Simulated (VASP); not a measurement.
Input of a VASP 6.6.1 run:

Contents of INCAR:

```
  ALGO = Normal
  EDIFF = 1E-6
  ENCUT = 520
  GGA = PE
  ISIF = 2
  ISMEAR = 0
  LASPH = True
  LCHARG = False
  LREAL = False
  LWAVE = False
  NBANDS = 17
  NELM = 100
  PREC = Accurate
  SIGMA = 0.02
```

The input KPOINTS:

```
k-points
0
Gamma
  6 6 8
```

Contents of POSCAR:

```
AlHF2
1.0
    3.5125754208      0.0000000000      0.0000000000
   -1.7562877104      3.0419795472      0.0000000000
    0.0000000000      0.0000000000      3.3584665887
Al H F
1 1 2
Direct
    0.0000000000      0.0000000000      0.0000000000
    0.0000000000      0.0000000000      0.5000000000
    0.3333333333      0.6666666667      0.1481018739
    0.6666666667      0.3333333333      0.8518981261
```

Potentials or basis: VASP PAW PBE potentials, release 64 (Al, H, F).

The run is started by

```bash
$ cat potpaw_PBE.64/Al/POTCAR potpaw_PBE.64/H/POTCAR potpaw_PBE.64/F/POTCAR > POTCAR
$ mpirun -np 1 vasp_std > vasp.out
```

(1) Predict the band gap on the k mesh.

(2) Estimate the largest force.

Answers

(1) 3.61 eV (least direct gap 3.69 eV).

(2) 0.004 eV/Å.
